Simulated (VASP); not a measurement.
Wanted: the native input for a VASP 6.6.1 run.

```
Task                   : single point
Functional             : r2SCAN
Potentials or basis    : VASP PAW PBE potentials, release 64 (Mg, O)
Cutoff                 : 520 eV
k mesh                 : 10 × 10 × 10
Occupations            : gaussian, width 0.05 eV
Spin                   : no spin polarisation
Dipole correction      : no
Further INCAR settings : ALGO = Normal; EDIFF = 1e-06; NBANDS = 11
```

MgO:

```
CELL_PARAMETERS angstrom
2.55193 0.00000 0.00000
0.00000 2.55193 0.00000
0.00000 0.00000 2.55193
ATOMIC_POSITIONS crystal
Mg 0.00000 0.00000 0.00000
O 0.50000 0.50000 0.50000
```

This cell differs from its parent crystal: volume scaled by 0.920.

These files were run (other wordings do the same):

POSCAR

```
MgO
1.0
    2.5519312199      0.0000000000      0.0000000000
    0.0000000000      2.5519312199      0.0000000000
    0.0000000000      0.0000000000      2.5519312199
Mg O
1 1
Direct
    0.0000000000      0.0000000000      0.0000000000
    0.5000000000      0.5000000000      0.5000000000
```

INCAR.step1

```
SYSTEM = MgO
  ALGO = Normal
  EDIFF = 1E-4
  ENCUT = 520
  GGA = PE
  ISMEAR = 0
  LASPH = .True.
  LCHARG = .False.
  LREAL = .False.
  LWAVE = .True.
  NBANDS = 11
  NELM = 100
  PREC = Accurate
  SIGMA = 0.05
```

INCAR.step2

```
SYSTEM = MgO
  ALGO = Normal
  EDIFF = 1E-6
  ENCUT = 520
  ISIF = 2
  ISMEAR = 0
  ISTART = 1
  LASPH = .True.
  LCHARG = .False.
  LMIXTAU = .True.
  LREAL = .False.
  LWAVE = .False.
  METAGGA = R2SCAN
  NBANDS = 11
  NELM = 100
  PREC = Accurate
  SIGMA = 0.05
```

KPOINTS

```
k-points
0
Gamma
  10 10 10
  0 0 0
```

Potentials or basis: VASP PAW PBE potentials, release 64 (Mg, O).

The run is started by

```sh
$ cat potpaw_PBE.64/Mg/POTCAR potpaw_PBE.64/O/POTCAR > POTCAR
$ cp INCAR.step1 INCAR
$ mpirun -np 1 vasp_std > vasp.out
$ cp INCAR.step2 INCAR
$ mpirun -np 1 vasp_std > vasp.out
```

Results of the run:

```
Pressure               : 14.2 GPa
Band gap on the k mesh : 4.31 eV, indirect (least direct gap 5.47 eV)
```

Caveat: the PAW data sets were made with another functional, which shifts forces and pressure a little.

Wall time 22 s on 1 thread of Intel(R) Xeon(R) 6975P-C (Granite Rapids), with other jobs on the host, peak memory 0.13 GiB.
